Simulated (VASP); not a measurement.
# Mg2Sn (Fm-3m) in VASP: single point with r2SCAN

Aim: the single point of Mg2Sn with r2SCAN.

Everything below comes from runs of VASP 6.6.1. Logs are shortened: lines on timing, memory, paths and dates and some standing lists are left out, and cuts for length are marked.

**1. The cell of the first run**

The structure is cubic, space group Fm-3m (No. 225). The conventional cell has a = 6.870 Å, b = 6.870 Å, c = 6.870 Å, α = 90.00°, β = 90.00°, γ = 90.00°. Mg (site symmetry -43m) has 4 Sn at 2.97 Å and 6 Mg at 3.43 Å within 3.9 Å. Sn (site symmetry m-3m) has 8 Mg at 2.97 Å within 3.9 Å.

**2. Single point, r2SCAN, non-collinear spin, zero start, spin-orbit coupling (27.02 Å³/atom)**

The input, POSCAR:

```
Mg2Sn
1.0
    0.0000000000      3.4349118457      3.4349118457
    3.4349118457      0.0000000000      3.4349118457
    3.4349118457      3.4349118457      0.0000000000
Mg Sn
2 1
Direct
    0.2500000000      0.2500000000      0.2500000000
    0.7500000000      0.7500000000      0.7500000000
    0.0000000000      0.0000000000      0.0000000000
```

The input, INCAR.step1:

```
PREC = Accurate
ENCUT = 660
ISMEAR = 0
SIGMA = 0.05
LREAL = F
LASPH = T
NELM = 200
LNONCOLLINEAR = T
MAGMOM = 0 0 0 0 0 0 0 0 0
LSORBIT = T
GGA_COMPAT = F
NBANDS = 31
GGA = PE
ALGO = Normal
EDIFF = 1E-5
LWAVE = T
LCHARG = F
```

The input, INCAR.step2:

```
PREC = Accurate
ENCUT = 660
EDIFF = 1E-6
ISMEAR = 0
SIGMA = 0.05
LREAL = F
LASPH = T
NELM = 200
ALGO = Normal
ISIF = 2
LWAVE = F
LCHARG = F
LNONCOLLINEAR = T
MAGMOM = 0 0 0 0 0 0 0 0 0
LORBIT = 11
LSORBIT = T
GGA_COMPAT = F
LORBMOM = T
METAGGA = R2SCAN
LMIXTAU = T
NBANDS = 31
ISTART = 1
```

The input, KPOINTS:

```
Automatic mesh
0
Gamma
  6 6 6
```

Potentials or basis: VASP PAW PBE potentials, release 64 (Mg, Sn_d).

On the command line:

```sh
cat potpaw_PBE.64/Mg/POTCAR potpaw_PBE.64/Sn_d/POTCAR > POTCAR
cp INCAR.step1 INCAR
mpirun -np 1 vasp_ncl > vasp.out
cp INCAR.step2 INCAR
mpirun -np 1 vasp_ncl > vasp.out
```

OUTCAR:

```text
PREC = Accurate
   ENCUT = 660
   EDIFF = 1E-6
   ISMEAR = 0
   LREAL = F
   LASPH = T
   NELM = 200
   ISIF = 2
   LNONCOLLINEAR = T
   LORBIT = 11
   LSORBIT = T
   METAGGA = R2SCAN
   ISTART = 1

 ion  position               nearest neighbor table
   1  0.250  0.250  0.250-   3 2.97   3 2.97   3 2.97   3 2.97   2 3.43   2 3.43   2 3.43   2 3.43
                             2 3.43   2 3.43
   2  0.750  0.750  0.750-   3 2.97   3 2.97   3 2.97   3 2.97   1 3.43   1 3.43   1 3.43   1 3.43
                             1 3.43   1 3.43
   3  0.000  0.000  0.000-   2 2.97   2 2.97   2 2.97   1 2.97   2 2.97   1 2.97   1 2.97   1 2.97

  LATTYP: Found a face centered cubic cell.
 ALAT       =     6.8698236914

  Lattice vectors:

 A1 = (   0.0000000000,   3.4349118457,   3.4349118457)
 A2 = (   3.4349118457,   0.0000000000,   3.4349118457)
 A3 = (   3.4349118457,   3.4349118457,   0.0000000000)

Analysis of symmetry for initial positions (statically):
=====================================================================
 Subroutine PRICEL returns:
 Original cell was already a primitive cell.

 Routine SETGRP: Setting up the symmetry group for a
 face centered cubic supercell.

 Subroutine GETGRP returns: Found 48 space group operations
 (whereof 48 operations were pure point group operations)
 out of a pool of 48 trial point group operations.

The static configuration has the point symmetry O_h .

Analysis of symmetry for dynamics (positions and initial velocities):
=====================================================================
 Subroutine PRICEL returns:
 Original cell was already a primitive cell.

 Routine SETGRP: Setting up the symmetry group for a
 face centered cubic supercell.

 Subroutine GETGRP returns: Found 48 space group operations
 (whereof 48 operations were pure point group operations)
 out of a pool of 48 trial point group operations.

The dynamic configuration has the point symmetry O_h .

Analysis of structural, dynamic, and magnetic symmetry:
=====================================================================
 Subroutine PRICEL returns:
 Original cell was already a primitive cell.

 Routine SETGRP: Setting up the symmetry group for a
 face centered cubic supercell.

 Subroutine GETGRP returns: Found 48 space group operations
 (whereof 48 operations were pure point group operations)
 out of a pool of 48 trial point group operations.

The overall configuration has the point symmetry O_h .

 Subroutine INISYM returns: Found 48 space group operations
 (whereof 48 operations are pure point group operations),
[... 699 lines left out ...]
      5.15237      5.15237      5.15237        -0.000000     -0.000000     -0.000000
      0.00000      0.00000      0.00000        -0.000000     -0.000000     -0.000000
 -----------------------------------------------------------------------------------
    total drift:                               -0.000000      0.000000      0.000000

  FREE ENERGIE OF THE ION-ELECTRON SYSTEM (eV)
  ---------------------------------------------------
  free  energy   TOTEN  =       -33.8332679180 eV

  energy  without entropy=      -33.8327955476  energy(sigma->0) =      -33.83303173

 orbital moment (x)

 # of ion     p       d       tot
 ----------------------------------------
  1         0.000  -0.000   0.000
  2         0.000  -0.000   0.000
  3         0.000   0.000   0.000
 ----------------------------------------
            0.000  -0.000   0.000

 orbital moment (y)

 # of ion     p       d       tot
 ----------------------------------------
  1         0.000   0.000   0.000
  2         0.000   0.000   0.000
  3         0.000  -0.000  -0.000
 ----------------------------------------
            0.000   0.000   0.000

 orbital moment (z)

 # of ion     p       d       tot
 ----------------------------------------
  1        -0.000  -0.000  -0.000
  2         0.000  -0.000  -0.000
  3         0.000   0.000   0.000
 ----------------------------------------
           -0.000  -0.000  -0.000

 Spin-Orbit-Coupling matrix elements

 Ion:    1  E_soc:     -0.0000804
 l=   1
     0.0000000    -0.0000134    -0.0000134
    -0.0000134     0.0000000    -0.0000134
    -0.0000134    -0.0000134     0.0000000
 l=   2
     0.0000000     0.0000000     0.0000000     0.0000000     0.0000000
     0.0000000     0.0000000     0.0000000     0.0000000     0.0000000
     0.0000000     0.0000000     0.0000000     0.0000000     0.0000000
     0.0000000     0.0000000     0.0000000     0.0000000     0.0000000
     0.0000000     0.0000000     0.0000000     0.0000000     0.0000000
 l=   3
     0.0000000     0.0000000     0.0000000     0.0000000     0.0000000     0.0000000     0.0000000
     0.0000000     0.0000000     0.0000000     0.0000000     0.0000000     0.0000000     0.0000000
     0.0000000     0.0000000     0.0000000     0.0000000     0.0000000     0.0000000     0.0000000
     0.0000000     0.0000000     0.0000000     0.0000000     0.0000000     0.0000000     0.0000000
[... 29 lines left out ...]
 l=   2
     0.0000000    -0.0012599     0.0000000    -0.0012599    -0.0050021
    -0.0012599     0.0000000    -0.0037516    -0.0012599    -0.0012505
     0.0000000    -0.0037516     0.0000000    -0.0037516     0.0000000
    -0.0012599    -0.0012599    -0.0037516     0.0000000    -0.0012505
    -0.0050021    -0.0012505     0.0000000    -0.0012505     0.0000000
 l=   3
     0.0000000     0.0000000     0.0000000     0.0000000     0.0000000     0.0000000     0.0000000
     0.0000000     0.0000000     0.0000000     0.0000000     0.0000000     0.0000000     0.0000000
     0.0000000     0.0000000     0.0000000     0.0000000     0.0000000     0.0000000     0.0000000
     0.0000000     0.0000000     0.0000000     0.0000000     0.0000000     0.0000000     0.0000000
     0.0000000     0.0000000     0.0000000     0.0000000     0.0000000     0.0000000     0.0000000
     0.0000000     0.0000000     0.0000000     0.0000000     0.0000000     0.0000000     0.0000000
     0.0000000     0.0000000     0.0000000     0.0000000     0.0000000     0.0000000     0.0000000

 total charge

# of ion       s       p       d       tot
------------------------------------------
    1        0.164   0.118   0.016   0.298
    2        0.164   0.118   0.016   0.298
    3        1.090   1.489   9.911  12.490
--------------------------------------------------
tot          1.418   1.724   9.943  13.085

 magnetization (x)

# of ion       s       p       d       tot
------------------------------------------
    1        0.000   0.000  -0.000   0.000
    2        0.000   0.000  -0.000  -0.000
    3       -0.000   0.000  -0.000  -0.000
--------------------------------------------------
tot          0.000   0.000  -0.000   0.000

 magnetization (y)

# of ion       s       p       d       tot
------------------------------------------
    1        0.000   0.000   0.000   0.000
    2        0.000   0.000   0.000   0.000
    3        0.000  -0.000   0.000   0.000
--------------------------------------------------
tot          0.000  -0.000   0.000   0.000

 magnetization (z)

# of ion       s       p       d       tot
------------------------------------------
    1        0.000   0.000  -0.000   0.000
    2        0.000   0.000   0.000   0.000
    3        0.000   0.000   0.000   0.000
--------------------------------------------------
tot          0.000   0.000   0.000   0.000
```

OSZICAR.step1:

```text
N       E                     dE             d eps       ncg     rms          rms(c)
DAV:   1     0.142562065967E+03    0.14256E+03   -0.88859E+03  1027   0.141E+03
DAV:   2     0.105007837818E+02   -0.13206E+03   -0.12679E+03  1022   0.409E+02
DAV:   3    -0.699931815748E+01   -0.17500E+02   -0.17216E+02  1164   0.121E+02
DAV:   4    -0.773937901438E+01   -0.74006E+00   -0.73881E+00  1192   0.266E+01
DAV:   5    -0.776560425448E+01   -0.26225E-01   -0.26224E-01  1418   0.486E+00    0.331E+00
DAV:   6    -0.751643634762E+01    0.24917E+00   -0.20428E-01  1278   0.206E+00    0.181E+00
DAV:   7    -0.745498090697E+01    0.61455E-01   -0.15918E-01  1158   0.250E+00    0.102E+00
DAV:   8    -0.745611782103E+01   -0.11369E-02   -0.11535E-02  1170   0.914E-01    0.448E-01
DAV:   9    -0.745713423261E+01   -0.10164E-02   -0.40162E-03  1248   0.844E-01    0.986E-02
DAV:  10    -0.745713287369E+01    0.13589E-05   -0.44466E-04  1316   0.321E-01    0.445E-02
DAV:  11    -0.745719844800E+01   -0.65574E-04   -0.52939E-05  1062   0.623E-02    0.168E-02
DAV:  12    -0.745720658093E+01   -0.81329E-05   -0.56692E-06   966   0.231E-02
   1 F= -.74572066E+01 E0= -.74569368E+01  d E =-.539629E-03  mag=    -0.0000    -0.0000    -0.0000
```

It took 11 min on 1 thread of Intel Xeon Platinum 8259CL at 2.50GHz (Skylake/Cascade Lake), shared host; peak memory 0.71 GiB.

What came out:

* Free energy: -33.8333 eV
* Pressure: -2.2 GPa
* Net moment: 0.00 μB per cell
* Valence electrons inside the program's atomic spheres: Mg 0.30; Sn 12.49

Moments on the atoms (μB; x, y, z):
```
Mg  0.00 0.00 0.00
Mg  0.00 0.00 0.00
Sn  0.00 0.00 0.00
```

Caveat: the PAW data sets were made with another functional, which shifts forces and pressure a little.
